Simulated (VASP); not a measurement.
# Ba (Im-3m) in VASP: a series of runs, part 2 of 3

VASP 6.6.1.

## (3) Single point, PBEsol

Contents of INCAR:

```
PREC = Accurate
ENCUT = 520
EDIFF = 1E-6
ISMEAR = 1
SIGMA = 0.025
LREAL = False
LASPH = True
NELM = 80
ALGO = Normal
ISIF = 2
LWAVE = False
LCHARG = True
GGA = PS
LELF = True
LVHAR = True
NBANDS = 11
```

Contents of KPOINTS:

```
regular mesh
0
Gamma
  11 11 11
```

Contents of POSCAR:

```
Ba
1.0
   -2.2638975219      2.2638975219      2.2638975219
    2.2638975219     -2.2638975219      2.2638975219
    2.2638975219      2.2638975219     -2.2638975219
Ba
1
Direct
    0.0000000000      0.0000000000      0.0000000000
```

Potentials or basis: VASP PAW PBE potentials, release 64 (Ba_sv).

Run with:

```sh
cat potpaw_PBE.64/Ba_sv/POTCAR > POTCAR
mpirun -np 1 vasp_std > vasp.out
```

OUTCAR:

```text
PREC = Accurate
   ENCUT = 520
   EDIFF = 1E-6
   ISMEAR = 1
   LREAL = False
   LASPH = True
   NELM = 80
   ISIF = 2
   GGA = PS

 ion  position               nearest neighbor table
   1  0.000  0.000  0.000-

  LATTYP: Found a body centered cubic cell.
 ALAT       =     4.5277950438

  Lattice vectors:

 A1 = (  -2.2638975219,   2.2638975219,   2.2638975219)
 A2 = (   2.2638975219,  -2.2638975219,   2.2638975219)
 A3 = (   2.2638975219,   2.2638975219,  -2.2638975219)

Analysis of symmetry for initial positions (statically):
=====================================================================
 Subroutine PRICEL returns:
 Original cell was already a primitive cell.

 Routine SETGRP: Setting up the symmetry group for a
 body centered cubic supercell.

 Subroutine GETGRP returns: Found 48 space group operations
 (whereof 48 operations were pure point group operations)
 out of a pool of 48 trial point group operations.

The static configuration has the point symmetry O_h .

Analysis of symmetry for dynamics (positions and initial velocities):
=====================================================================
 Subroutine PRICEL returns:
 Original cell was already a primitive cell.

 Routine SETGRP: Setting up the symmetry group for a
 body centered cubic supercell.

 Subroutine GETGRP returns: Found 48 space group operations
 (whereof 48 operations were pure point group operations)
 out of a pool of 48 trial point group operations.

The dynamic configuration has the point symmetry O_h .

 Subroutine INISYM returns: Found 48 space group operations
 (whereof 48 operations are pure point group operations),
 and found     1 'primitive' translations

----------------------------------------------------------------------------------------

                                     Primitive cell

  volume of cell :      46.4120

  direct lattice vectors                    reciprocal lattice vectors
    -2.263897522  2.263897522  2.263897522     0.000000000  0.220858053  0.220858053
     2.263897522 -2.263897522  2.263897522     0.220858053  0.000000000  0.220858053
     2.263897522  2.263897522 -2.263897522     0.220858053  0.220858053  0.000000000

  length of vectors
     3.921185531  3.921185531  3.921185531     0.312340455  0.312340455  0.312340455

  position of ions in fractional coordinates (direct lattice)
     0.000000000  0.000000000  0.000000000

  ion indices of the primitive-cell ions
   primitive index   ion index
                 1           1

----------------------------------------------------------------------------------------

 KPOINTS: regular mesh

Automatic generation of k-mesh.
 Grid dimensions read from file:
 generate k-points for:   11   11   11

 Generating k-lattice:

  Cartesian coordinates                     Fractional coordinates (reciprocal lattice)
     0.000000000  0.020078005  0.020078005     0.090909091  0.000000000  0.000000000
     0.020078005  0.000000000  0.020078005     0.000000000  0.090909091  0.000000000
     0.020078005  0.020078005  0.000000000     0.000000000  0.000000000  0.090909091

  Length of vectors
     0.028394587  0.028394587  0.028394587

  Shift w.r.t. Gamma in fractional coordinates (k-lattice)
     0.000000000  0.000000000  0.000000000

 Subroutine IBZKPT returns following result:
 ===========================================

 Found     56 irreducible k-points:

 Following reciprocal coordinates:
            Coordinates               Weight
  0.000000  0.000000  0.000000      1.000000
  0.090909  0.000000  0.000000     12.000000
  0.181818  0.000000  0.000000     12.000000
  0.272727  0.000000  0.000000     12.000000
  0.363636  0.000000  0.000000     12.000000
  0.454545  0.000000  0.000000     12.000000
[... 16 lines left out ...]
  0.272727  0.181818  0.090909     48.000000
  0.363636  0.181818  0.090909     24.000000
 [... further k-points ...]
   k-points           NKPTS =     56   k-points in BZ     NKDIM =     56   number of bands    NBANDS=     11
   number of dos      NEDOS =    301   number of ions     NIONS =      1
   total plane-waves  NPLWV =  27000
   dimension x,y,z NGX =    30 NGY =   30 NGZ =   30
   dimension x,y,z NGXF=    60 NGYF=   60 NGZF=   60
   ions per type =               1
   NGX,Y,Z   is equivalent  to a cutoff of  12.72, 12.72, 12.72 a.u.
   NGXF,Y,Z  is equivalent  to a cutoff of  25.44, 25.44, 25.44 a.u.
 SYSTEM =  unknown system
   PREC   = accura    normal or accurate (medium, high low for compatibility)
   ISTART =      0    job   : 0-new  1-cont  2-samecut
   ICHARG =      2    charge: 1-file 2-atom 10-const
   ISPIN  =      1    spin polarized calculation?
   LNONCOLLINEAR =      F non collinear calculations
   LSORBIT =      F    spin-orbit coupling
   LASPH  =      T    aspherical Exc in radial PAW
   ENCUT  =  520.0 eV  38.22 Ry    6.18 a.u.   7.29  7.29  7.29*2*pi/ulx,y,z
   NELM   =     80;   NELMIN=  2; NELMDL= -5     # of ELM steps
   EDIFF  = 0.1E-05   stopping-criterion for ELM
   LREAL  =      F    real-space projection
   EDIFFG = 0.1E-04   stopping-criterion for IOM
   NSW    =      0    number of steps for IOM
   IBRION =     -1    ionic relax: 0-MD 1-quasi-New 2-CG
   NFREE  =      0    steps in history (QN), initial steepest desc. (CG)
   ISIF   =      2    stress and relaxation
   ISYM   =      2    0-nonsym 1-usesym 2-fastsym
   POTIM  = 0.5000    time-step for ionic-motion
   TEBEG  =    0.0;   TEEND  =   0.0 temperature during run
   PSTRESS=    0.0 pullay stress
   NELECT =      10.0000    total number of electrons
   NUPDOWN=      -1.0000    fix difference up-down
   EMIN   =  10.00;   EMAX   =-10.00  energy-range for DOS
   EFERMI =   0.00;   METHOD = LEGACY
   ISMEAR =     1;   SIGMA  =   0.03  broadening in eV -4-tet -1-fermi 0-gaus
   EFERMI_NEDOS =   21; number of points for ismear=-14 and -15
   IALGO  =     38    algorithm
   IMIX   =      4    mixing-type and parameters
     AMIX     =   0.40;   BMIX     =  1.00
     AMIX_MAG =   1.60;   BMIX_MAG =  1.00
  volume/ion in A,a.u.               =      46.41       313.20
  Fermi-wavevector in a.u.,A,eV,Ry     =   0.981442  1.854657 13.105524  0.963229
  Thomas-Fermi vector in A             =   2.112449
   LORBIT       =      0    0 simple, 1 ext, 2 COOP (PROOUT), +10 PAW based schemes
   GGA     = PS    functional components
   LHFCALC =     F    Hartree Fock is set to
   AEXX    =    0.0000 exact exchange contribution
   IVDW    =     0    specifies the selected vdW correction
   LEPSILON=     F    determine dielectric tensor
   LRPA    =     F    only Hartree local field effects (RPA)
 non-spin polarized calculation
 Methfessel and Paxton  Order N= 1 SIGMA  =   0.03
  energy-cutoff  :      520.00
  volume of cell :       46.41
 maximum number of plane-waves:      1264
 NGX is ok and might be reduce to    30
   NGX = 15   NGY = 15   NGZ = 15

 number of electron      10.0000001 magnetization

 Free energy of the ion-electron system (eV)
  ---------------------------------------------------
  ext. energy  EPLUGINS =         0.00000000
  ---------------------------------------------------
  free energy    TOTEN  =        -2.04865433 eV

  energy without entropy =       -2.04864490  energy(sigma->0) =       -2.04865119

 E-fermi :   2.6363     XC(G=0):  -8.5743

 val. band max:        2.5890122952   @ k =   0.3636   0.2727  -0.0000
 cond. band min:       2.6476238247   @ k =  -0.3636  -0.4545   0.1818
 fundamental gap:      0.0586115294
 Fermi energy:         2.6362840352

 k-point     1 :       0.0000    0.0000    0.0000
  band No.  band energies     occupation
      1     -25.7753      2.00000
      2     -10.3947      2.00000
      3     -10.3947      2.00000
      4     -10.3947      2.00000
      5      -0.1284      2.00000
      6       4.8051      0.00000
      7       4.8051      0.00000
      8       4.8051      0.00000
      9       6.7183      0.00000
     10       6.7183      0.00000
     11      10.5137      0.00000
[... 309 lines left out ...]
 k-point    24 :       0.3636    0.1818    0.0909
  band No.  band energies     occupation
      1     -25.6098      2.00000
      2     -11.3681      2.00000
      3     -10.9337      2.00000
      4     -10.6020      2.00000
      5       2.5166      2.00000
      6       3.2571      0.00000
      7       4.3476      0.00000
      8       7.1917      0.00000
      9       7.6676      0.00000
     10       9.6122      0.00000
     11      10.6187      0.00000

 [... further k-points ...]

------------------------ aborting loop because EDIFF is reached ----------------------------------------

  FORCE on cell =-STRESS in cart. coord.  units (eV):
  Direction    XX          YY          ZZ          XY          YZ          ZX
  --------------------------------------------------------------------------------------
  -------------------------------------------------------------------------------------
  Total        0.8978653      0.8978653      0.8978653      0.0000000      0.0000000     -0.0000000
  in kB       30.9949892     30.9949892     30.9949892      0.0000000      0.0000000     -0.0000000
  external PRESSURE =      30.9949892 kB  Pullay stress =       0.0000000 kB

 VOLUME and BASIS-vectors are now :
 -----------------------------------------------------------------------------
  energy-cutoff  :      520.00
  volume of cell :       46.41
      direct lattice vectors                 reciprocal lattice vectors
    -2.263897522  2.263897522  2.263897522     0.000000000  0.220858053  0.220858053
     2.263897522 -2.263897522  2.263897522     0.220858053  0.000000000  0.220858053
     2.263897522  2.263897522 -2.263897522     0.220858053  0.220858053  0.000000000

 POSITION                                       TOTAL-FORCE (eV/Angst)
 -----------------------------------------------------------------------------------
      0.00000      0.00000      0.00000        -0.000000     -0.000000     -0.000000
 -----------------------------------------------------------------------------------
    total drift:                                0.000000     -0.000000      0.000000

  FREE ENERGIE OF THE ION-ELECTRON SYSTEM (eV)
  ---------------------------------------------------
  free  energy   TOTEN  =        -2.0486543322 eV

  energy  without entropy=       -2.0486449021  energy(sigma->0) =       -2.04865119
```

OSZICAR:

```text
N       E                     dE             d eps       ncg     rms          rms(c)
DAV:   1     0.510366776155E+02    0.51037E+02   -0.46266E+03  1232   0.785E+02
DAV:   2     0.125755447846E+00   -0.50911E+02   -0.49208E+02  1524   0.143E+02
DAV:   3    -0.200813884274E+01   -0.21339E+01   -0.21195E+01  1536   0.289E+01
DAV:   4    -0.206556427807E+01   -0.57425E-01   -0.56631E-01  1491   0.442E+00
DAV:   5    -0.206736973095E+01   -0.18055E-02   -0.18057E-02  1642   0.615E-01    0.262E+00
DAV:   6    -0.205451411587E+01    0.12856E-01   -0.13368E-02  1667   0.839E-01    0.149E+00
DAV:   7    -0.204864557770E+01    0.58685E-02   -0.16674E-02  1830   0.935E-01    0.111E-01
DAV:   8    -0.204865332460E+01   -0.77469E-05   -0.30101E-04  1433   0.126E-01    0.977E-03
DAV:   9    -0.204865541898E+01   -0.20944E-05   -0.54120E-06  1503   0.146E-02    0.494E-03
DAV:  10    -0.204865439298E+01    0.10260E-05   -0.11946E-06  1408   0.707E-03    0.918E-04
DAV:  11    -0.204865433222E+01    0.60764E-07   -0.87966E-09   784   0.754E-04
   1 F= -.20486543E+01 E0= -.20486512E+01  d E =-.943009E-05
```

Run time: 12 s. Hardware: 1 thread of Intel Xeon 6975P-C (Granite Rapids), shared host; peak memory 0.18 GiB.

Results:

```
Free energy            : -2.0487 eV
Pressure               : 3.1 GPa
Band gap on the k mesh : zero (band 5 reaches 3.24 eV, above the bottom of band 6 at 1.70 eV)
```

Caveat: the PAW data sets were made with another functional, which shifts forces and pressure a little; spin-orbit coupling is left out, which moves the levels of the heavy elements.

[end of part 2 of 3]
